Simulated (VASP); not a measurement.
# CdSe (P6_3mc) in VASP: notebook

Runs on CdSe. Level: PBEsol. Tasks: single point.

Program: VASP 6.6.1. These are calculated values, not measurements. Logs are shortened: lines on timing, memory, paths and dates and some standing lists are left out, and cuts for length are marked.

## 1. The cell of the first run

It takes space group P6_3mc (No. 186, hexagonal). Conventional cell: a = 4.215 Å, b = 4.215 Å, c = 7.150 Å, α = 90.00°, β = 90.00°, γ = 120.00°. Within 3.4 Å of Cd (site symmetry 3m) lie 4 Se at 2.61 to 2.63 Å. Within 3.4 Å of Se (site symmetry 3m) lie 4 Cd at 2.61 to 2.63 Å.

## 2. Single point, PBEsol (in-plane strain -0.02, then relaxed in part)

INCAR

```
SYSTEM = CdSe
  ALGO = Normal
  EDIFF = 1E-6
  ENCUT = 500
  GGA = PS
  GGA_COMPAT = .False.
  ISIF = 2
  ISMEAR = 0
  LASPH = .True.
  LCHARG = .False.
  LREAL = .False.
  LWAVE = .False.
  NBANDS = 26
  NELM = 120
  PREC = Accurate
  SIGMA = 0.01
```

KPOINTS

```
k-points
0
Gamma
  6 6 4
  0 0 0
```

POSCAR

```
CdSe
1.0
    4.2150796297      0.0000000000      0.0000000000
   -2.1075398149      3.6503660383      0.0000000000
    0.0000000000      0.0000000000      7.1500633929
Cd Se
2 2
Direct
    0.3333333333      0.6666666667      0.0089331129
    0.6666666667      0.3333333333      0.5089331129
    0.3333333333      0.6666666667      0.3760668871
    0.6666666667      0.3333333333      0.8760668871
```

Potentials or basis: VASP PAW PBE potentials, release 64 (Cd, Se).

Started as:

```console
cat potpaw_PBE.64/Cd/POTCAR potpaw_PBE.64/Se/POTCAR > POTCAR
mpirun -np 1 vasp_std > vasp.out
```

OUTCAR:

```text
SYSTEM = CdSe
   EDIFF = 1E-6
   ENCUT = 500
   GGA = PS
   ISIF = 2
   ISMEAR = 0
   LASPH = .True.
   LREAL = .False.
   NELM = 120
   PREC = Accurate

 ion  position               nearest neighbor table
   1  0.333  0.667  0.009-   4 2.61   4 2.61   4 2.61   3 2.63
   2  0.667  0.333  0.509-   3 2.61   3 2.61   3 2.61   4 2.63
   3  0.333  0.667  0.376-   2 2.61   2 2.61   2 2.61   1 2.63
   4  0.667  0.333  0.876-   1 2.61   1 2.61   1 2.61   2 2.63

  LATTYP: Found a hexagonal cell.
 ALAT       =     4.2150796297
 C/A-ratio  =     1.6963056504

  Lattice vectors:

 A1 = (   4.2150796297,   0.0000000000,   0.0000000000)
 A2 = (  -2.1075398149,   3.6503660383,   0.0000000000)
 A3 = (   0.0000000000,   0.0000000000,   7.1500633929)

Analysis of symmetry for initial positions (statically):
=====================================================================
 Subroutine PRICEL returns:
 Original cell was already a primitive cell.

 Routine SETGRP: Setting up the symmetry group for a
 hexagonal supercell.

 Subroutine GETGRP returns: Found 12 space group operations
 (whereof  6 operations were pure point group operations)
 out of a pool of 24 trial point group operations.

The static configuration has the point symmetry C_3v.
 The point group associated with its full space group is C_6v.

Analysis of symmetry for dynamics (positions and initial velocities):
=====================================================================
 Subroutine PRICEL returns:
 Original cell was already a primitive cell.

 Routine SETGRP: Setting up the symmetry group for a
 hexagonal supercell.

 Subroutine GETGRP returns: Found 12 space group operations
 (whereof  6 operations were pure point group operations)
 out of a pool of 24 trial point group operations.

The dynamic configuration has the point symmetry C_3v.
 The point group associated with its full space group is C_6v.

 Subroutine INISYM returns: Found 12 space group operations
 (whereof  6 operations are pure point group operations),
 and found     1 'primitive' translations

[... 88 lines left out ...]
   ISPIN  =      1    spin polarized calculation?
   LNONCOLLINEAR =      F non collinear calculations
   LSORBIT =      F    spin-orbit coupling
   LASPH  =      T    aspherical Exc in radial PAW
   ENCUT  =  500.0 eV  36.75 Ry    6.06 a.u.   7.69  7.69 13.04*2*pi/ulx,y,z
   NELM   =    120;   NELMIN=  2; NELMDL= -5     # of ELM steps
   EDIFF  = 0.1E-05   stopping-criterion for ELM
   LREAL  =      F    real-space projection
   EDIFFG = 0.1E-04   stopping-criterion for IOM
   NSW    =      0    number of steps for IOM
   IBRION =     -1    ionic relax: 0-MD 1-quasi-New 2-CG
   NFREE  =      0    steps in history (QN), initial steepest desc. (CG)
   ISIF   =      2    stress and relaxation
   ISYM   =      2    0-nonsym 1-usesym 2-fastsym
   POTIM  = 0.5000    time-step for ionic-motion
   TEBEG  =    0.0;   TEEND  =   0.0 temperature during run
   PSTRESS=    0.0 pullay stress
   NELECT =      36.0000    total number of electrons
   NUPDOWN=      -1.0000    fix difference up-down
   EMIN   =  10.00;   EMAX   =-10.00  energy-range for DOS
   EFERMI =   0.00;   METHOD = LEGACY
   ISMEAR =     0;   SIGMA  =   0.01  broadening in eV -4-tet -1-fermi 0-gaus
   EFERMI_NEDOS =   21; number of points for ismear=-14 and -15
   IALGO  =     38    algorithm
   IMIX   =      4    mixing-type and parameters
     AMIX     =   0.40;   BMIX     =  1.00
     AMIX_MAG =   1.60;   BMIX_MAG =  1.00
  volume/ion in A,a.u.               =      27.50       185.60
  Fermi-wavevector in a.u.,A,eV,Ry     =   1.128128  2.131852 17.315758  1.272672
  Thomas-Fermi vector in A             =   2.264817
   LORBIT       =      0    0 simple, 1 ext, 2 COOP (PROOUT), +10 PAW based schemes
   GGA     = PS    functional components
   LHFCALC =     F    Hartree Fock is set to
   AEXX    =    0.0000 exact exchange contribution
   IVDW    =     0    specifies the selected vdW correction
   LEPSILON=     F    determine dielectric tensor
   LRPA    =     F    only Hartree local field effects (RPA)
 non-spin polarized calculation
 Gauss-broadening in eV      SIGMA  =   0.01
  energy-cutoff  :      500.00
  volume of cell :      110.02
 maximum number of plane-waves:      2810
 NGX is ok and might be reduce to    32
   NGX = 15   NGY = 15   NGZ = 27

 number of electron      36.0000018 magnetization

 Free energy of the ion-electron system (eV)
  ---------------------------------------------------
  ext. energy  EPLUGINS =         0.00000000
  ---------------------------------------------------
  free energy    TOTEN  =       -12.31657949 eV

  energy without entropy =      -12.31657949  energy(sigma->0) =      -12.31657949

 E-fermi :   1.1028     XC(G=0):  -9.1991

 val. band max:        1.0614294643   @ k =   0.0000   0.0000   0.0000
 cond. band min:       1.5525996285   @ k =   0.0000   0.0000   0.0000
 fundamental gap:      0.4911701642
 Fermi energy:         1.1027810326

 k-point     1 :       0.0000    0.0000    0.0000
  band No.  band energies     occupation
      1     -11.7558      2.00000
      2     -11.3712      2.00000
      3      -7.0079      2.00000
      4      -6.9753      2.00000
      5      -6.9753      2.00000
      6      -6.9013      2.00000
[... 598 lines left out ...]
     25       9.8193      0.00000
     26       9.8194      0.00000

------------------------ aborting loop because EDIFF is reached ----------------------------------------

  FORCE on cell =-STRESS in cart. coord.  units (eV):
  Direction    XX          YY          ZZ          XY          YZ          ZX
  --------------------------------------------------------------------------------------
  -------------------------------------------------------------------------------------
  Total        1.4556156      1.4556156      0.2489673     -0.0000000      0.0000000      0.0000000
  in kB       21.1985035     21.1985035      3.6257742     -0.0000000      0.0000000      0.0000000
  external PRESSURE =      15.3409271 kB  Pullay stress =       0.0000000 kB

 VOLUME and BASIS-vectors are now :
 -----------------------------------------------------------------------------
  energy-cutoff  :      500.00
  volume of cell :      110.02
      direct lattice vectors                 reciprocal lattice vectors
     4.215079630  0.000000000  0.000000000     0.237243442  0.136972565  0.000000000
    -2.107539815  3.650366038  0.000000000     0.000000000  0.273945130  0.000000000
     0.000000000  0.000000000  7.150063393     0.000000000  0.000000000  0.139858900

 POSITION                                       TOTAL-FORCE (eV/Angst)
 -----------------------------------------------------------------------------------
     -0.00000      2.43358      0.06387         0.000000      0.000000      0.004497
      2.10754      1.21679      3.63890        -0.000000     -0.000000      0.004497
     -0.00000      2.43358      2.68890         0.000000     -0.000000     -0.004497
      2.10754      1.21679      6.26393        -0.000000      0.000000     -0.004497
 -----------------------------------------------------------------------------------
    total drift:                               -0.000000     -0.000000      0.001260

  FREE ENERGIE OF THE ION-ELECTRON SYSTEM (eV)
  ---------------------------------------------------
  free  energy   TOTEN  =       -12.3165794897 eV

  energy  without entropy=      -12.3165794897  energy(sigma->0) =      -12.31657949
```

stdout:

```text
POSCAR found type information on POSCAR CdSe
 POSCAR found :  2 types and       4 ions
 scaLAPACK will be used
 -----------------------------------------------------------------------------
|                                                                             |
|                                                                             |
|     You enforced a specific xc type in the INCAR file but a different       |
|     I HOPE YOU KNOW WHAT YOU ARE DOING!                                     |
|                                                                             |
 -----------------------------------------------------------------------------

 LDA part: xc-table for (Slater+PW92), standard interpolation
 POSCAR, INCAR and KPOINTS ok, starting setup
 FFT: planning ... GRIDC
 FFT: planning ... GRID_SOFT
 FFT: planning ... GRID
 WAVECAR not read
 entering main loop
```

Wall time 66 s (1 thread of AMD EPYC 7R13, shared host); peak memory 0.21 GiB.

Results:

```yaml
Free_energy: -12.3166 eV
Pressure: 1.5 GPa
Largest_force: 0.004 eV/Å
Band_gap_on_the_k_mesh: 0.49 eV
```

Forces on the atoms (eV/Å):
```
Cd   0.000  0.000  0.004
Cd   0.000  0.000  0.004
Se   0.000  0.000 -0.004
Se   0.000  0.000 -0.004
```

Stress tensor (GPa, compression positive):
```
2.12 0.00 0.00
0.00 2.12 0.00
0.00 0.00 0.36
```

Caveat: the cell differs from its parent crystal (in-plane strain -0.02, then relaxed in part); the PAW data sets were made with another functional, which shifts forces and pressure a little.

## 3. Single point, PBEsol (in-plane strain -0.02)

INCAR

```
  PREC = Accurate
  ENCUT = 500
  EDIFF = 1E-6
  ISMEAR = 0
  SIGMA = 0.01
  LREAL = False
  LASPH = True
  NELM = 120
  ALGO = Normal
  ISIF = 2
  LWAVE = False
  LCHARG = True
  GGA = PS
  LELF = True
  LVHAR = True
  NBANDS = 26
  GGA_COMPAT = False
```

KPOINTS

```
regular mesh
0
Gamma
  6 6 4
```

POSCAR

```
CdSe
1.0
    4.2150796297      0.0000000000      0.0000000000
   -2.1075398149      3.6503660383      0.0000000000
    0.0000000000      0.0000000000      7.1065078708
Cd Se
2 2
Direct
    0.3333333333      0.6666666667      0.0046992087
    0.6666666667      0.3333333333      0.5046992087
    0.3333333333      0.6666666667      0.3803007913
    0.6666666667      0.3333333333      0.8803007913
```

Potentials or basis: VASP PAW PBE potentials, release 64 (Cd, Se).

Started as:

```console
cat potpaw_PBE.64/Cd/POTCAR potpaw_PBE.64/Se/POTCAR > POTCAR
mpirun -np 1 vasp_std > vasp.out
```

It took 87 s on 1 thread of AMD EPYC 7R13, shared host; peak memory 0.21 GiB.

Results (log left out):

* Free energy: -12.2998 eV
* Pressure: 2.1 GPa
* Largest force: 0.256 eV/Å
* Band gap on the k mesh: 0.56 eV

Forces on the atoms (eV/Å):
```
Cd   0.000  0.000  0.256
Cd   0.000  0.000  0.256
Se   0.000  0.000 -0.256
Se   0.000  0.000 -0.256
```

Stress tensor (GPa, compression positive):
```
 3.15  0.00  0.00
 0.00  3.15  0.00
 0.00  0.00 -0.06
```

Levels at points of the mesh, in eV from the valence-band top:
| k point | band 14 | band 15 | band 16 | band 17 | band 18 | band 19 | band 20 | band 21 | band 22 | band 23 |
| --- | --- | --- | --- | --- | --- | --- | --- | --- | --- | --- |
| (0.00, 0.00, 0.00) | -0.74 | -0.74 | -0.17 | 0.00 | 0.00 | 0.56 | 2.25 | 5.73 | 5.88 | 5.88 |
| (0.50, 0.00, 0.00) | -3.93 | -2.85 | -1.93 | -1.48 | -0.87 | 3.08 | 3.30 | 4.49 | 5.89 | 6.42 |
| (0.00, 0.00, 0.50) | -2.88 | -0.39 | -0.39 | -0.39 | -0.39 | 2.34 | 2.34 | 5.64 | 5.64 | 6.28 |
| (0.50, 0.00, 0.50) | -4.47 | -1.57 | -1.57 | -1.44 | -1.44 | 2.74 | 2.74 | 4.68 | 4.68 | 7.62 |

Caveat: the cell differs from its parent crystal (in-plane strain -0.02); the PAW data sets were made with another functional, which shifts forces and pressure a little.
